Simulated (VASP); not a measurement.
# BaTiO3 (Pm-3m) in VASP: notebook

Aim: see how the results for BaTiO3 move with the level of theory and the settings. Levels: PBEsol, PBE. Tasks: electric field gradients.

Everything below comes from runs of VASP 6.6.1. Logs are shortened: lines on timing, memory, paths and dates and some standing lists are left out, and cuts for length are marked.

## (1) The cell of the first run

It takes space group Pm-3m (No. 221, cubic). The conventional cell has a = 4.006 Å, b = 4.006 Å, c = 4.006 Å, α = 90.00°, β = 90.00°, γ = 90.00°. Within 3.7 Å of Ba (site symmetry m-3m) lie 12 O at 2.83 Å and 8 Ti at 3.47 Å. Ti (site symmetry m-3m) has 6 O at 2.00 Å within 2.7 Å. O (site symmetry 4/mmm) has 2 Ti at 2.00 Å within 2.7 Å.

## (2) Electric field gradients, PBEsol

Input file INCAR:

```
SYSTEM = BaTiO3
  PREC = Accurate
  ENCUT = 1000
  EDIFF = 1E-8
  ISMEAR = -1
  SIGMA = 0.02
  LREAL = .FALSE.
  LASPH = .TRUE.
  NELM = 120
  ALGO = Normal
  ISIF = 2
  LWAVE = .FALSE.
  LCHARG = .FALSE.
  GGA = PS
  LEFG = .TRUE.
  NBANDS = 28
  GGA_COMPAT = .FALSE.
```

Input file KPOINTS:

```
regular mesh
0
G
  8 8 8
  0 0 0
```

Input file POSCAR:

```
BaTiO3
1.0
    4.0060000000      0.0000000000      0.0000000000
    0.0000000000      4.0060000000      0.0000000000
    0.0000000000      0.0000000000      4.0060000000
Ba Ti O
1 1 3
Direct
    0.5000000000      0.5000000000      0.5000000000
    0.0000000000      0.0000000000      0.0000000000
    0.5000000000      0.0000000000      0.0000000000
    0.0000000000      0.5000000000      0.0000000000
    0.0000000000      0.0000000000      0.5000000000
```

Potentials or basis: VASP PAW PBE potentials, release 64 (Ba_sv, Ti_sv, O_h).

On the command line:

```bash
$ cat potpaw_PBE.64/Ba_sv/POTCAR potpaw_PBE.64/Ti_sv/POTCAR potpaw_PBE.64/O_h/POTCAR > POTCAR
$ mpirun -np 1 vasp_std > vasp.out
```

OUTCAR:

```text
SYSTEM = BaTiO3
   PREC = Accurate
   ENCUT = 1000
   EDIFF = 1E-8
   ISMEAR = -1
   LREAL = .FALSE.
   LASPH = .TRUE.
   NELM = 120
   ISIF = 2
   GGA = PS

 ion  position               nearest neighbor table
   1  0.500  0.500  0.500-   3 2.83   4 2.83   5 2.83   3 2.83   4 2.83   3 2.83   5 2.83   3 2.83
                             4 2.83   5 2.83   4 2.83   5 2.83   2 3.47   2 3.47   2 3.47   2 3.47
   2  0.000  0.000  0.000-   3 2.00   4 2.00   5 2.00   5 2.00   4 2.00   3 2.00   1 3.47   1 3.47
                             1 3.47   1 3.47   1 3.47   1 3.47   1 3.47   1 3.47
   3  0.500  0.000  0.000-   2 2.00   2 2.00   1 2.83   1 2.83   1 2.83   1 2.83
   4  0.000  0.500  0.000-   2 2.00   2 2.00   1 2.83   1 2.83   1 2.83   1 2.83
   5  0.000  0.000  0.500-   2 2.00   2 2.00   1 2.83   1 2.83   1 2.83   1 2.83

  LATTYP: Found a simple cubic cell.
 ALAT       =     4.0060000000

  Lattice vectors:

 A1 = (   4.0060000000,   0.0000000000,   0.0000000000)
 A2 = (   0.0000000000,   4.0060000000,   0.0000000000)
 A3 = (   0.0000000000,   0.0000000000,   4.0060000000)

Analysis of symmetry for initial positions (statically):
=====================================================================
 Subroutine PRICEL returns:
 Original cell was already a primitive cell.

 Routine SETGRP: Setting up the symmetry group for a
 simple cubic supercell.

 Subroutine GETGRP returns: Found 48 space group operations
 (whereof 48 operations were pure point group operations)
 out of a pool of 48 trial point group operations.

The static configuration has the point symmetry O_h .

Analysis of symmetry for dynamics (positions and initial velocities):
=====================================================================
 Subroutine PRICEL returns:
 Original cell was already a primitive cell.

 Routine SETGRP: Setting up the symmetry group for a
 simple cubic supercell.

 Subroutine GETGRP returns: Found 48 space group operations
 (whereof 48 operations were pure point group operations)
 out of a pool of 48 trial point group operations.

The dynamic configuration has the point symmetry O_h .

 Subroutine INISYM returns: Found 48 space group operations
 (whereof 48 operations are pure point group operations),
 and found     1 'primitive' translations

----------------------------------------------------------------------------------------

                                     Primitive cell

  volume of cell :      64.2884

  direct lattice vectors                    reciprocal lattice vectors
     4.006000000  0.000000000  0.000000000     0.249625562  0.000000000  0.000000000
     0.000000000  4.006000000  0.000000000     0.000000000  0.249625562  0.000000000
     0.000000000  0.000000000  4.006000000     0.000000000  0.000000000  0.249625562

  length of vectors
     4.006000000  4.006000000  4.006000000     0.249625562  0.249625562  0.249625562

  position of ions in fractional coordinates (direct lattice)
     0.500000000  0.500000000  0.500000000
     0.000000000  0.000000000  0.000000000
     0.500000000  0.000000000  0.000000000
     0.000000000  0.500000000  0.000000000
     0.000000000  0.000000000  0.500000000

  ion indices of the primitive-cell ions
   primitive index   ion index
                 1           1
                 2           2
                 3           3
                 4           4
                 5           5

----------------------------------------------------------------------------------------

 KPOINTS: regular mesh

Automatic generation of k-mesh.
 Grid dimensions read from file:
 generate k-points for:    8    8    8

 Generating k-lattice:

  Cartesian coordinates                     Fractional coordinates (reciprocal lattice)
     0.031203195  0.000000000  0.000000000     0.125000000  0.000000000  0.000000000
     0.000000000  0.031203195  0.000000000     0.000000000  0.125000000  0.000000000
     0.000000000  0.000000000  0.031203195     0.000000000  0.000000000  0.125000000

  Length of vectors
     0.031203195  0.031203195  0.031203195

[... 43 lines left out ...]
 SYSTEM =  BaTiO3
   PREC   = accura    normal or accurate (medium, high low for compatibility)
   ISTART =      0    job   : 0-new  1-cont  2-samecut
   ICHARG =      2    charge: 1-file 2-atom 10-const
   ISPIN  =      1    spin polarized calculation?
   LNONCOLLINEAR =      F non collinear calculations
   LSORBIT =      F    spin-orbit coupling
   LASPH  =      T    aspherical Exc in radial PAW
   ENCUT  = 1000.0 eV  73.50 Ry    8.57 a.u.  10.33 10.33 10.33*2*pi/ulx,y,z
   NELM   =    120;   NELMIN=  2; NELMDL= -5     # of ELM steps
   EDIFF  = 0.1E-07   stopping-criterion for ELM
   LREAL  =      F    real-space projection
   EDIFFG = 0.1E-06   stopping-criterion for IOM
   NSW    =      0    number of steps for IOM
   IBRION =     -1    ionic relax: 0-MD 1-quasi-New 2-CG
   NFREE  =      0    steps in history (QN), initial steepest desc. (CG)
   ISIF   =      2    stress and relaxation
   ISYM   =      2    0-nonsym 1-usesym 2-fastsym
   POTIM  = 0.5000    time-step for ionic-motion
   TEBEG  =    0.0;   TEEND  =   0.0 temperature during run
   PSTRESS=    0.0 pullay stress
   NELECT =      40.0000    total number of electrons
   NUPDOWN=      -1.0000    fix difference up-down
   EMIN   =  10.00;   EMAX   =-10.00  energy-range for DOS
   EFERMI =   0.00;   METHOD = LEGACY
   ISMEAR =    -1;   SIGMA  =   0.02  broadening in eV -4-tet -1-fermi 0-gaus
   EFERMI_NEDOS =   21; number of points for ismear=-14 and -15
   IALGO  =     38    algorithm
   IMIX   =      4    mixing-type and parameters
     AMIX     =   0.40;   BMIX     =  1.00
     AMIX_MAG =   1.60;   BMIX_MAG =  1.00
  volume/ion in A,a.u.               =      12.86        86.77
  Fermi-wavevector in a.u.,A,eV,Ry     =   1.397603  2.641087 26.576187  1.953295
  Thomas-Fermi vector in A             =   2.520843
   LORBIT       =      0    0 simple, 1 ext, 2 COOP (PROOUT), +10 PAW based schemes
   GGA     = PS    functional components
   LHFCALC =     F    Hartree Fock is set to
   AEXX    =    0.0000 exact exchange contribution
   IVDW    =     0    specifies the selected vdW correction
   LEPSILON=     F    determine dielectric tensor
   LRPA    =     F    only Hartree local field effects (RPA)
 non-spin polarized calculation
  energy-cutoff  :     1000.00
  volume of cell :       64.29
 maximum number of plane-waves:      4648
 NGX is ok and might be reduce to    42
   NGX = 21   NGY = 21   NGZ = 21

 number of electron      39.9999986 magnetization

 Free energy of the ion-electron system (eV)
  ---------------------------------------------------
  ext. energy  EPLUGINS =         0.00000000
  ---------------------------------------------------
  free energy    TOTEN  =       -41.99693722 eV

  energy without entropy =      -41.99693722  energy(sigma->0) =      -41.99693722

 E-fermi :   4.5608     XC(G=0): -11.5083

 val. band max:        4.0254964352   @ k =   0.5000   0.5000   0.5000
 cond. band min:       5.7243988370   @ k =   0.0000   0.0000   0.0000
 fundamental gap:      1.6989024017
 Fermi energy:         4.5607531712

 k-point     1 :       0.0000    0.0000    0.0000
  band No.  band energies     occupation
      1     -52.3526      2.00000
      2     -28.6745      2.00000
      3     -28.6745      2.00000
      4     -28.6745      2.00000
      5     -20.7347      2.00000
      6     -12.7814      2.00000
[... 733 lines left out ...]
     27      12.1469      0.00000
     28      12.9683      0.00000

 [... further k-points ...]
[... 5 lines left out ...]
  --------------------------------------------------------------------------------------
  -------------------------------------------------------------------------------------
  Total       -1.0873463     -1.0873463     -1.0873463      0.0000000     -0.0000000      0.0000000
  in kB      -27.0985230    -27.0985230    -27.0985230      0.0000000     -0.0000000      0.0000000
  external PRESSURE =     -27.0985230 kB  Pullay stress =       0.0000000 kB

 VOLUME and BASIS-vectors are now :
 -----------------------------------------------------------------------------
  energy-cutoff  :     1000.00
  volume of cell :       64.29
      direct lattice vectors                 reciprocal lattice vectors
     4.006000000  0.000000000  0.000000000     0.249625562  0.000000000  0.000000000
     0.000000000  4.006000000  0.000000000     0.000000000  0.249625562  0.000000000
     0.000000000  0.000000000  4.006000000     0.000000000  0.000000000  0.249625562

 POSITION                                       TOTAL-FORCE (eV/Angst)
 -----------------------------------------------------------------------------------
      2.00300      2.00300      2.00300         0.000000      0.000000      0.000000
      0.00000      0.00000      0.00000         0.000000      0.000000      0.000000
      2.00300      0.00000      0.00000         0.000000      0.000000      0.000000
      0.00000      2.00300      0.00000         0.000000      0.000000      0.000000
      0.00000      0.00000      2.00300         0.000000      0.000000      0.000000
 -----------------------------------------------------------------------------------
    total drift:                                0.000000      0.000000     -0.000000

  FREE ENERGIE OF THE ION-ELECTRON SYSTEM (eV)
  ---------------------------------------------------
  free  energy   TOTEN  =       -41.9969372212 eV

  energy  without entropy=      -41.9969372212  energy(sigma->0) =      -41.99693722

 Electric field gradients (V/A^2)
---------------------------------------------------------------------
 ion       V_xx      V_yy      V_zz      V_xy      V_xz      V_yz
---------------------------------------------------------------------
   1       0.000    -0.000    -0.000    -0.000     0.000     0.000
   2       0.000     0.000     0.000    -0.000     0.000     0.000
   3      23.138   -11.569   -11.569     0.000     0.000    -0.000
   4     -11.569    23.138   -11.569    -0.000    -0.000     0.000
   5     -11.569   -11.569    23.138    -0.000    -0.000    -0.000
---------------------------------------------------------------------

 Electric field gradients after diagonalization (V/A^2)
 (convention: |V_zz| > |V_xx| > |V_yy|)
----------------------------------------------------------------------
 ion       V_xx      V_yy      V_zz     asymmetry (V_yy - V_xx)/ V_zz
----------------------------------------------------------------------
   1      -0.000    -0.000     0.000       0.607
   2       0.000     0.000     0.000      -0.730
   3     -11.569   -11.569    23.138       0.000
   4     -11.569   -11.569    23.138       0.000
   5     -11.569   -11.569    23.138       0.000
----------------------------------------------------------------------

           NMR quadrupolar parameters

 Cq : quadrupolar parameter    Cq=e*Q*V_zz/h
 eta: asymmetry parameters     (V_yy - V_xx)/ V_zz
 Q  : nuclear electric quadrupole moment in mb (millibarn)
----------------------------------------------------------------------
 ion       Cq(MHz)       eta       Q (mb)
----------------------------------------------------------------------
   1       0.000       0.607       1.000
   2       0.000      -0.730       1.000
   3       0.056       0.000       1.000
   4       0.056       0.000       1.000
   5       0.056       0.000       1.000
----------------------------------------------------------------------
```

Run time: 2.2 min. Hardware: 1 thread of AMD EPYC 7R13 (Zen 3), shared host; peak memory 0.34 GiB.

What came out:

| Item | Value |
| --- | --- |
| Free energy | -41.9969 eV |
| Pressure | -2.7 GPa |
| Band gap on the k mesh | 1.70 eV (least direct gap 1.84 eV) |
| Largest electric field gradient by atom | Ba -0.0; Ti +0.0; O +23.1 V/Å² |

Electric field gradients, principal values (V/Å²):
```tsv
atom	least	middle	greatest (by size)
1 Ba	0.000	0.000	0.000
2 Ti	0.000	0.000	0.000
3 O	-11.569	-11.569	23.138
4 O	-11.569	-11.569	23.138
5 O	-11.569	-11.569	23.138
```

Caveat: without QUAD_EFG the Cq values of the log hold for a quadrupole moment of 1 mb, not for the nuclei; the PAW data sets were made with another functional, which shifts forces and pressure a little; spin-orbit coupling is left out, which moves the levels of the heavy elements. A k mesh can miss the band edges.

## (3) Electric field gradients, PBE

Input file INCAR:

```
PREC = Accurate ; ENCUT = 1000
EDIFF = 1E-8 ; ISMEAR = -1
SIGMA = 0.02 ; LREAL = F
LASPH = T ; NELM = 120
ALGO = Normal ; ISIF = 2
LWAVE = F ; LCHARG = F
GGA = PE ; LEFG = T
NBANDS = 28 ; GGA_COMPAT = F
```

Input file KPOINTS:

```
Automatic mesh
0
Gamma
  8 8 8
```

POSCAR is that of step 2.

Potentials or basis: VASP PAW PBE potentials, release 64 (Ba_sv, Ti_sv, O_h).

On the command line:

```bash
$ cat potpaw_PBE.64/Ba_sv/POTCAR potpaw_PBE.64/Ti_sv/POTCAR potpaw_PBE.64/O_h/POTCAR > POTCAR
$ mpirun -np 1 vasp_std > vasp.out
```

OUTCAR:

```text
PREC = Accurate
   ENCUT = 1000
   EDIFF = 1E-8
   ISMEAR = -1
   LREAL = F
   LASPH = T
   NELM = 120
   ISIF = 2
   GGA = PE

 ion  position               nearest neighbor table
   1  0.500  0.500  0.500-   3 2.83   4 2.83   5 2.83   3 2.83   4 2.83   3 2.83   5 2.83   3 2.83
                             4 2.83   5 2.83   4 2.83   5 2.83   2 3.47   2 3.47   2 3.47   2 3.47
   2  0.000  0.000  0.000-   3 2.00   4 2.00   5 2.00   5 2.00   4 2.00   3 2.00   1 3.47   1 3.47
                             1 3.47   1 3.47   1 3.47   1 3.47   1 3.47   1 3.47
   3  0.500  0.000  0.000-   2 2.00   2 2.00   1 2.83   1 2.83   1 2.83   1 2.83
   4  0.000  0.500  0.000-   2 2.00   2 2.00   1 2.83   1 2.83   1 2.83   1 2.83
   5  0.000  0.000  0.500-   2 2.00   2 2.00   1 2.83   1 2.83   1 2.83   1 2.83

  LATTYP: Found a simple cubic cell.
 ALAT       =     4.0060000000

  Lattice vectors:

 A1 = (   4.0060000000,   0.0000000000,   0.0000000000)
 A2 = (   0.0000000000,   4.0060000000,   0.0000000000)
 A3 = (   0.0000000000,   0.0000000000,   4.0060000000)

Analysis of symmetry for initial positions (statically):
=====================================================================
 Subroutine PRICEL returns:
 Original cell was already a primitive cell.

 Routine SETGRP: Setting up the symmetry group for a
 simple cubic supercell.

 Subroutine GETGRP returns: Found 48 space group operations
 (whereof 48 operations were pure point group operations)
 out of a pool of 48 trial point group operations.

The static configuration has the point symmetry O_h .

Analysis of symmetry for dynamics (positions and initial velocities):
=====================================================================
 Subroutine PRICEL returns:
 Original cell was already a primitive cell.

 Routine SETGRP: Setting up the symmetry group for a
[... 919 lines left out ...]
  Total        1.4104606      1.4104606      1.4104606      0.0000000     -0.0000000      0.0000000
  in kB       35.1510839     35.1510839     35.1510839      0.0000000     -0.0000000      0.0000000
  external PRESSURE =      35.1510839 kB  Pullay stress =       0.0000000 kB

 VOLUME and BASIS-vectors are now :
 -----------------------------------------------------------------------------
  energy-cutoff  :     1000.00
  volume of cell :       64.29
      direct lattice vectors                 reciprocal lattice vectors
     4.006000000  0.000000000  0.000000000     0.249625562  0.000000000  0.000000000
     0.000000000  4.006000000  0.000000000     0.000000000  0.249625562  0.000000000
     0.000000000  0.000000000  4.006000000     0.000000000  0.000000000  0.249625562

 POSITION                                       TOTAL-FORCE (eV/Angst)
 -----------------------------------------------------------------------------------
      2.00300      2.00300      2.00300         0.000000      0.000000      0.000000
      0.00000      0.00000      0.00000         0.000000      0.000000      0.000000
      2.00300      0.00000      0.00000         0.000000      0.000000      0.000000
      0.00000      2.00300      0.00000         0.000000      0.000000      0.000000
      0.00000      0.00000      2.00300         0.000000      0.000000      0.000000
 -----------------------------------------------------------------------------------
    total drift:                                0.000000      0.000000     -0.000000

  FREE ENERGIE OF THE ION-ELECTRON SYSTEM (eV)
  ---------------------------------------------------
  free  energy   TOTEN  =       -39.9966186169 eV

  energy  without entropy=      -39.9966186169  energy(sigma->0) =      -39.99661862

 Electric field gradients (V/A^2)
---------------------------------------------------------------------
 ion       V_xx      V_yy      V_zz      V_xy      V_xz      V_yz
---------------------------------------------------------------------
   1       0.000     0.000     0.000     0.000     0.000    -0.000
   2      -0.000    -0.000    -0.000     0.000     0.000    -0.000
   3      25.181   -12.591   -12.591     0.000     0.000     0.000
   4     -12.591    25.181   -12.591     0.000     0.000     0.000
   5     -12.591   -12.591    25.181     0.000     0.000    -0.000
---------------------------------------------------------------------

 Electric field gradients after diagonalization (V/A^2)
 (convention: |V_zz| > |V_xx| > |V_yy|)
----------------------------------------------------------------------
 ion       V_xx      V_yy      V_zz     asymmetry (V_yy - V_xx)/ V_zz
----------------------------------------------------------------------
   1       0.000     0.000     0.000      -0.130
   2      -0.000    -0.000    -0.000      -0.118
   3     -12.591   -12.591    25.181       0.000
   4     -12.591   -12.591    25.181       0.000
   5     -12.591   -12.591    25.181       0.000
----------------------------------------------------------------------

           NMR quadrupolar parameters

 Cq : quadrupolar parameter    Cq=e*Q*V_zz/h
 eta: asymmetry parameters     (V_yy - V_xx)/ V_zz
 Q  : nuclear electric quadrupole moment in mb (millibarn)
----------------------------------------------------------------------
 ion       Cq(MHz)       eta       Q (mb)
----------------------------------------------------------------------
   1       0.000      -0.130       1.000
   2      -0.000      -0.118       1.000
   3       0.061       0.000       1.000
   4       0.061       0.000       1.000
   5       0.061       0.000       1.000
----------------------------------------------------------------------
```

It took 3.9 min on 1 thread of Intel Xeon Platinum 8259CL at 2.50GHz (Skylake/Cascade Lake), shared host; peak memory 0.37 GiB.

What came out:

```yaml
Free_energy: -39.9966 eV
Pressure: 3.5 GPa
Band_gap_on_the_k_mesh: 1.74 eV (least direct gap 1.89 eV)
Largest_electric_field_gradient_by_atom: Ba +0.0; Ti -0.0; O +25.2 V/Å²
```

Levels at points of the mesh, in eV from the valence-band top:
| k point | band 16 | band 17 | band 18 | band 19 | band 20 | band 21 | band 22 | band 23 | band 24 | band 25 |
| --- | --- | --- | --- | --- | --- | --- | --- | --- | --- | --- |
| (0.00, 0.00, 0.00) | -1.09 | -1.09 | -0.15 | -0.15 | -0.15 | 1.74 | 1.74 | 1.74 | 3.89 | 3.89 |
| (0.50, 0.00, 0.00) | -1.91 | -1.82 | -1.82 | -0.71 | -0.71 | 1.90 | 3.47 | 3.47 | 3.90 | 5.90 |
| (0.50, 0.50, 0.00) | -2.68 | -1.72 | -0.87 | -0.87 | -0.09 | 3.48 | 3.48 | 3.90 | 4.74 | 7.65 |
| (0.50, 0.50, 0.50) | -2.41 | -2.41 | 0.00 | 0.00 | 0.00 | 4.14 | 4.14 | 4.14 | 6.72 | 6.72 |

Electric field gradients, principal values (V/Å²):
| atom | least | middle | greatest (by size) |
| --- | --- | --- | --- |
| 1 Ba | 0.000 | 0.000 | 0.000 |
| 2 Ti | 0.000 | 0.000 | 0.000 |
| 3 O | -12.591 | -12.591 | 25.181 |
| 4 O | -12.591 | -12.591 | 25.181 |
| 5 O | -12.591 | -12.591 | 25.181 |

Caveat: the cell stands under pressure; without QUAD_EFG the Cq values of the log hold for a quadrupole moment of 1 mb, not for the nuclei; spin-orbit coupling is left out, which moves the levels of the heavy elements. A k mesh can miss the band edges.
